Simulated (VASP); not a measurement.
Here is a VASP 6.6.1 calculation.

The input INCAR:

```
PREC = Accurate
ENCUT = 520
EDIFF = 1E-7
ISMEAR = -1
SIGMA = 0.1
LREAL = F
LASPH = T
NELM = 60
ALGO = Normal
ISIF = 2
LWAVE = F
LCHARG = T
GGA = PE
LELF = T
LVHAR = T
NBANDS = 12
```

Contents of KPOINTS:

```
regular mesh
0
Gamma
  11 11 11
```

The input POSCAR:

```
Hg
1.0
    2.9652825447      0.0000000000      0.0000000000
    0.0000000000      2.9652825447      0.0000000000
    0.0000000000      0.0000000000      2.9652825447
Hg
1
Direct
    0.0000000000      0.0000000000      0.0000000000
```

Potentials or basis: VASP PAW PBE potentials, release 64 (Hg).

Command:

```sh
$ cat potpaw_PBE.64/Hg/POTCAR > POTCAR
$ mpirun -np 1 vasp_std > vasp.out
```

Problem. What does it give for the band gap on the k mesh?

Solution. Zero (band 6 reaches 5.24 eV, above the bottom of band 7 at 1.00 eV).

Problem. Predict the pressure.

Solution. 3.9 GPa.

Caveat: spin-orbit coupling is left out, which moves the levels of the heavy elements.
